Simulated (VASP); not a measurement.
# Au in VASP: further runs

Runs on Au. Level: PBE. Tasks: single point, relaxation of the atoms.

All numbers are computed with VASP 6.6.1; they aren't measurements. Logs are shortened: lines on timing, memory, paths and dates and some standing lists are left out, and cuts for length are marked.

## Step 1: The cell of the first run

The cell holds a slab with vacuum, 5 atoms: a = 2.940 Å, b = 2.940 Å, c = 25.602 Å, α = 90.00°, β = 90.00°, γ = 120.00°.

## Step 2: Single point, PBE

Contents of INCAR:

```
SYSTEM = Au
PREC = Accurate ; ENCUT = 520
EDIFF = 1E-6 ; ISMEAR = -1
SIGMA = 0.05 ; LREAL = .False.
LASPH = .True. ; NELM = 100
ALGO = Normal ; ISIF = 2
LWAVE = .False. ; LCHARG = .True.
GGA = PE ; LELF = .True.
LVHAR = .True. ; NBANDS = 36
```

Contents of KPOINTS:

```
regular mesh
0
Gamma
  13 13 1
  0 0 0
```

Contents of POSCAR:

```
Au
1.0
    2.9400990585      0.0000000000      0.0000000000
   -1.4700495293      2.5462004743      0.0000000000
    0.0000000000      0.0000000000     25.6023000000
Au
5
Direct
    0.8333333333      0.1666666667      0.3116790872
    0.1666666667      0.8333333333      0.4064569804
    0.5000000000      0.5000000000      0.4999999978
    0.8333333333      0.1666666667      0.5935430245
    0.1666666667      0.8333333333      0.6883209101
```

Potentials or basis: VASP PAW PBE potentials, release 64 (Au).

The run is started by

```sh
> cat potpaw_PBE.64/Au/POTCAR > POTCAR
> mpirun -np 1 vasp_std > vasp.out
```

OUTCAR:

```text
SYSTEM = Au
   PREC = Accurate
   ENCUT = 520
   EDIFF = 1E-6
   ISMEAR = -1
   LREAL = .False.
   LASPH = .True.
   NELM = 100
   ISIF = 2
   GGA = PE

 ion  position               nearest neighbor table
   1  0.833  0.167  0.312-   2 2.96   2 2.96   2 2.96
   2  0.167  0.833  0.406-   3 2.94   3 2.94   3 2.94   1 2.96   1 2.96   1 2.96
   3  0.500  0.500  0.500-   2 2.94   2 2.94   2 2.94   4 2.94   4 2.94   4 2.94
   4  0.833  0.167  0.594-   3 2.94   3 2.94   3 2.94   5 2.96   5 2.96   5 2.96
   5  0.167  0.833  0.688-   4 2.96   4 2.96   4 2.96

  LATTYP: Found a hexagonal cell.
 ALAT       =     2.9400990585
 C/A-ratio  =     8.7079719052

  Lattice vectors:

 A1 = (   2.9400990585,   0.0000000000,   0.0000000000)
 A2 = (  -1.4700495293,   2.5462004743,   0.0000000000)
 A3 = (   0.0000000000,   0.0000000000,  25.6023000000)

Analysis of symmetry for initial positions (statically):
=====================================================================
 Subroutine PRICEL returns:
 Original cell was already a primitive cell.

 Routine SETGRP: Setting up the symmetry group for a
 hexagonal supercell.

 Subroutine GETGRP returns: Found 12 space group operations
 (whereof  4 operations were pure point group operations)
 out of a pool of 24 trial point group operations.

The static configuration has the point symmetry C_2h.
 The point group associated with its full space group is D_3d.

Analysis of symmetry for dynamics (positions and initial velocities):
=====================================================================
 Subroutine PRICEL returns:
 Original cell was already a primitive cell.

 Routine SETGRP: Setting up the symmetry group for a
 hexagonal supercell.

 Subroutine GETGRP returns: Found 12 space group operations
 (whereof  4 operations were pure point group operations)
 out of a pool of 24 trial point group operations.

The dynamic configuration has the point symmetry C_2h.
 The point group associated with its full space group is D_3d.

 Subroutine INISYM returns: Found 12 space group operations
 (whereof  4 operations are pure point group operations),
 and found     1 'primitive' translations

----------------------------------------------------------------------------------------

                                     Primitive cell

  volume of cell :     191.6609

  direct lattice vectors                    reciprocal lattice vectors
     2.940099058  0.000000000  0.000000000     0.340124594  0.196371026  0.000000000
    -1.470049529  2.546200474  0.000000000     0.000000000  0.392742052  0.000000000
     0.000000000  0.000000000 25.602300000     0.000000000  0.000000000  0.039058991

  length of vectors
     2.940099058  2.940099059 25.602300000     0.392742052  0.392742052  0.039058991

  position of ions in fractional coordinates (direct lattice)
     0.833333333  0.166666667  0.311679087
     0.166666667  0.833333333  0.406456980
     0.500000000  0.500000000  0.499999998
     0.833333333  0.166666667  0.593543025
     0.166666667  0.833333333  0.688320910

  ion indices of the primitive-cell ions
   primitive index   ion index
                 1           1
                 2           2
                 3           3
                 4           4
                 5           5

----------------------------------------------------------------------------------------

 KPOINTS: regular mesh

Automatic generation of k-mesh.
 Grid dimensions read from file:
 generate k-points for:   13   13    1

 Generating k-lattice:

  Cartesian coordinates                     Fractional coordinates (reciprocal lattice)
     0.026163430  0.015105464  0.000000000     0.076923077  0.000000000  0.000000000
     0.000000000  0.030210927  0.000000000     0.000000000  0.076923077  0.000000000
     0.000000000  0.000000000  0.039058991     0.000000000  0.000000000  1.000000000

  Length of vectors
     0.030210927  0.030210927  0.039058991

  Shift w.r.t. Gamma in fractional coordinates (k-lattice)
     0.000000000  0.000000000  0.000000000

 Subroutine IBZKPT returns following result:
 ===========================================

 Found     21 irreducible k-points:

 Following reciprocal coordinates:
            Coordinates               Weight
  0.000000  0.000000  0.000000      1.000000
  0.076923  0.000000  0.000000      6.000000
  0.153846 -0.000000  0.000000      6.000000
  0.230769 -0.000000  0.000000      6.000000
  0.307692 -0.000000  0.000000      6.000000
  0.384615  0.000000  0.000000      6.000000
[... 13 lines left out ...]
  0.384615  0.230769  0.000000      6.000000
  0.307692  0.307692  0.000000      6.000000
   k-points           NKPTS =     21   k-points in BZ     NKDIM =     21   number of bands    NBANDS=     36
   number of dos      NEDOS =    301   number of ions     NIONS =      5
   total plane-waves  NPLWV = 110592
   dimension x,y,z NGX =    24 NGY =   24 NGZ =  192
   dimension x,y,z NGXF=    48 NGYF=   48 NGZF=  384
   ions per type =               5
   NGX,Y,Z   is equivalent  to a cutoff of  13.57, 13.57, 12.47 a.u.
   NGXF,Y,Z  is equivalent  to a cutoff of  27.14, 27.14, 24.93 a.u.
 SYSTEM =  Au
   PREC   = accura    normal or accurate (medium, high low for compatibility)
   ISTART =      0    job   : 0-new  1-cont  2-samecut
   ICHARG =      2    charge: 1-file 2-atom 10-const
   ISPIN  =      1    spin polarized calculation?
   LNONCOLLINEAR =      F non collinear calculations
   LSORBIT =      F    spin-orbit coupling
   LASPH  =      T    aspherical Exc in radial PAW
   ENCUT  =  520.0 eV  38.22 Ry    6.18 a.u.   5.47  5.47 47.60*2*pi/ulx,y,z
   NELM   =    100;   NELMIN=  2; NELMDL= -5     # of ELM steps
   EDIFF  = 0.1E-05   stopping-criterion for ELM
   LREAL  =      F    real-space projection
   EDIFFG = 0.1E-04   stopping-criterion for IOM
   NSW    =      0    number of steps for IOM
   IBRION =     -1    ionic relax: 0-MD 1-quasi-New 2-CG
   NFREE  =      0    steps in history (QN), initial steepest desc. (CG)
   ISIF   =      2    stress and relaxation
   ISYM   =      2    0-nonsym 1-usesym 2-fastsym
   POTIM  = 0.5000    time-step for ionic-motion
   TEBEG  =    0.0;   TEEND  =   0.0 temperature during run
   PSTRESS=    0.0 pullay stress
   NELECT =      55.0000    total number of electrons
   NUPDOWN=      -1.0000    fix difference up-down
   EMIN   =  10.00;   EMAX   =-10.00  energy-range for DOS
   EFERMI =   0.00;   METHOD = LEGACY
   ISMEAR =    -1;   SIGMA  =   0.05  broadening in eV -4-tet -1-fermi 0-gaus
   EFERMI_NEDOS =   21; number of points for ismear=-14 and -15
   IALGO  =     38    algorithm
   IMIX   =      4    mixing-type and parameters
     AMIX     =   0.40;   BMIX     =  1.00
     AMIX_MAG =   1.60;   BMIX_MAG =  1.00
  volume/ion in A,a.u.               =      38.33       258.68
  Fermi-wavevector in a.u.,A,eV,Ry     =   1.079820  2.040563 15.864535  1.166010
  Thomas-Fermi vector in A             =   2.215795
   LORBIT       =      0    0 simple, 1 ext, 2 COOP (PROOUT), +10 PAW based schemes
   GGA     = PE    functional components
   LHFCALC =     F    Hartree Fock is set to
   AEXX    =    0.0000 exact exchange contribution
   IVDW    =     0    specifies the selected vdW correction
   LEPSILON=     F    determine dielectric tensor
   LRPA    =     F    only Hartree local field effects (RPA)
 non-spin polarized calculation
  energy-cutoff  :      520.00
  volume of cell :      191.66
 maximum number of plane-waves:      5247
 NGX is ok and might be reduce to    24
   NGX = 11   NGY = 11   NGZ = 95

 number of electron      54.9999998 magnetization

 Free energy of the ion-electron system (eV)
  ---------------------------------------------------
  ext. energy  EPLUGINS =         0.00000000
  ---------------------------------------------------
  free energy    TOTEN  =       -15.46161718 eV

  energy without entropy =      -15.44992592  energy(sigma->0) =      -15.45577155

 E-fermi :   1.3672     XC(G=0):  -6.4438

 val. band max:        1.3020462240   @ k =   0.4615   0.0000   0.0000
 cond. band min:       1.4067202224   @ k =   0.1538  -0.0000   0.0000
 fundamental gap:      0.1046739984
 Fermi energy:         1.3671817138

 k-point     1 :       0.0000    0.0000    0.0000
  band No.  band energies     occupation
      1      -7.7620      2.00000
      2      -6.8936      2.00000
      3      -6.0008      2.00000
      4      -5.4511      2.00000
      5      -5.4184      2.00000
      6      -3.2423      2.00000
[... 28 lines left out ...]
     35       7.7907      0.00000
     36       8.2666      0.00000

 k-point     2 :       0.0769    0.0000    0.0000
  band No.  band energies     occupation
      1      -7.5893      2.00000
      2      -6.7250      2.00000
      3      -5.8334      2.00000
      4      -5.3021      2.00000
      5      -5.2569      2.00000
      6      -3.3401      2.00000
[... 28 lines left out ...]
     35       7.9299      0.00000
     36       8.3825      0.00000

 k-point     3 :       0.1538   -0.0000    0.0000
  band No.  band energies     occupation
      1      -7.0960      2.00000
      2      -6.2560      2.00000
      3      -5.3833      2.00000
      4      -4.9114      2.00000
      5      -4.8270      2.00000
      6      -3.6423      2.00000
[... 28 lines left out ...]
     35       8.3455      0.00000
     36       8.7299      0.00000
[... 625 lines left out ...]
 k-point    20 :       0.3846    0.2308    0.0000
  band No.  band energies     occupation
      1      -4.6403      2.00000
      2      -4.5985      2.00000
      3      -4.2222      2.00000
      4      -4.1541      2.00000
      5      -4.0532      2.00000
      6      -3.8425      2.00000
[... 28 lines left out ...]
     35       7.2750      0.00000
     36       8.4903      0.00000

 k-point    21 :       0.3077    0.3077    0.0000
  band No.  band energies     occupation
      1      -4.4351      2.00000
      2      -4.4117      2.00000
      3      -4.1989      2.00000
      4      -4.0462      2.00000
      5      -3.8318      2.00000
      6      -3.7461      2.00000
[... 28 lines left out ...]
     35       7.2415      0.00000
     36       7.7512      0.00000

------------------------ aborting loop because EDIFF is reached ----------------------------------------

  FORCE on cell =-STRESS in cart. coord.  units (eV):
  Direction    XX          YY          ZZ          XY          YZ          ZX
  --------------------------------------------------------------------------------------
  -------------------------------------------------------------------------------------
  Total       -2.8678356     -2.8678356     -0.1394589      0.0000000     -0.0000000     -0.0000000
  in kB      -23.9734914    -23.9734914     -1.1657976      0.0000000     -0.0000000     -0.0000000
  external PRESSURE =     -16.3709268 kB  Pullay stress =       0.0000000 kB

 VOLUME and BASIS-vectors are now :
 -----------------------------------------------------------------------------
  energy-cutoff  :      520.00
  volume of cell :      191.66
      direct lattice vectors                 reciprocal lattice vectors
     2.940099058  0.000000000  0.000000000     0.340124594  0.196371026  0.000000000
    -1.470049529  2.546200474  0.000000000     0.000000000  0.392742052  0.000000000
     0.000000000  0.000000000 25.602300000     0.000000000  0.000000000  0.039058991

 POSITION                                       TOTAL-FORCE (eV/Angst)
 -----------------------------------------------------------------------------------
      2.20507      0.42437      7.97970        -0.000000      0.000000      0.008042
     -0.73502      2.12183     10.40623        -0.000000     -0.000000      0.000618
      0.73502      1.27310     12.80115         0.000000      0.000000      0.000000
      2.20507      0.42437     15.19607         0.000000      0.000000     -0.000618
     -0.73502      2.12183     17.62260         0.000000      0.000000     -0.008042
 -----------------------------------------------------------------------------------
    total drift:                               -0.000000      0.000000     -0.000001

  FREE ENERGIE OF THE ION-ELECTRON SYSTEM (eV)
  ---------------------------------------------------
  free  energy   TOTEN  =       -15.4616171764 eV

  energy  without entropy=      -15.4499259217  energy(sigma->0) =      -15.45577155
```

Wall time 4.4 min (1 thread of Intel Xeon 6975P-C (Granite Rapids), shared host); peak memory 0.36 GiB.

What came out:

* Free energy: -15.4616 eV
* Largest force: 0.008 eV/Å
* Band gap on the k mesh: zero (an odd number of electrons rules out a gap without spin polarisation)

Forces on the atoms (eV/Å):
```
Au   0.000  0.000  0.008
Au   0.000  0.000  0.001
Au   0.000  0.000  0.000
Au   0.000  0.000 -0.001
Au   0.000  0.000 -0.008
```

Levels at points of the mesh, in eV from the Fermi level:
| k point | band 26 | band 27 | band 28 | band 29 | band 30 | band 31 |
| --- | --- | --- | --- | --- | --- | --- |
| (0.00, 0.00, 0.00) | -2.28 | -2.28 | -2.08 | -2.08 | -0.95 | 0.07 |

Caveat: spin-orbit coupling is left out, which moves the levels of the heavy elements.

## Step 3: Relaxation of the atoms, PBE

Contents of INCAR:

```
  ALGO = Normal
  DIPOL = 0.5 0.5 0.500
  EDIFF = 1E-6
  EDIFFG = -0.01
  ENCUT = 520
  GGA = PE
  IBRION = 2
  IDIPOL = 3
  ISIF = 2
  ISMEAR = -1
  LASPH = True
  LCHARG = False
  LDIPOL = True
  LREAL = False
  LWAVE = False
  NELM = 60
  NSW = 60
  PREC = Accurate
  SIGMA = 0.05
```

Contents of KPOINTS:

```
k-points
0
Gamma
  13 13 1
```

Contents of POSCAR:

```
Au
1.0
    2.9400990585      0.0000000000      0.0000000000
   -1.4700495293      2.5462004743      0.0000000000
    0.0000000000      0.0000000000     25.6023000000
Au
5
Direct
    0.8333333330      0.1666666670      0.3124714712
    0.1666666670      0.8333333330      0.4062357353
    0.5000000000      0.5000000000      0.5000000000
    0.8333333330      0.1666666670      0.5937642647
    0.1666666670      0.8333333330      0.6875285288
```

Potentials or basis: VASP PAW PBE potentials, release 64 (Au).

The run is started by

```sh
> cat potpaw_PBE.64/Au/POTCAR > POTCAR
> mpirun -np 1 vasp_std > vasp.out
```

Run time: 4.7 min. Hardware: 1 thread of Oxide Virtual Turin-like, shared host; peak memory 0.34 GiB.

Results (log left out):

- Free energy: -15.4616 eV
- Energy gained by relaxing: 0.4 meV/atom
- Ionic steps: 3
- Largest force after relaxing: 0.010 eV/Å
- Band gap on the k mesh: zero (an odd number of electrons rules out a gap without spin polarisation)

Forces on the atoms (eV/Å):
```
Au   0.000  0.000 -0.010
Au   0.000  0.000 -0.004
Au   0.000  0.000  0.000
Au   0.000  0.000  0.004
Au   0.000  0.000  0.010
```

The path:
```tsv
step	energy change (eV)	largest force (eV/Å)	pressure (GPa)
1	0.0000	0.0983	-1.44
2	-0.0011	0.0557	-1.47
3	-0.0018	0.0097	-1.52
```

Final structure:
```yaml
crystal:
  lattice:
    - [2.94010, 0.00000, 0.00000]
    - [-1.47005, 2.54620, 0.00000]
    - [0.00000, 0.00000, 25.60230]
  atoms:
    - { symbol: Au, position: [0.83333, 0.16667, 0.31214] }
    - { symbol: Au, position: [0.16667, 0.83333, 0.40669] }
    - { symbol: Au, position: [0.50000, 0.50000, 0.50000] }
    - { symbol: Au, position: [0.83333, 0.16667, 0.59331] }
    - { symbol: Au, position: [0.16667, 0.83333, 0.68786] }
```

Levels at points of the mesh, in eV from the Fermi level:
```csv
k point,band 25,band 26,band 27,band 28,band 29,band 30,band 31,band 32
"(0.00, 0.00, 0.00)",-2.69,-2.28,-2.28,-2.08,-2.08,-0.94,0.08,4.16
```

Caveat: spin-orbit coupling is left out, which moves the levels of the heavy elements.
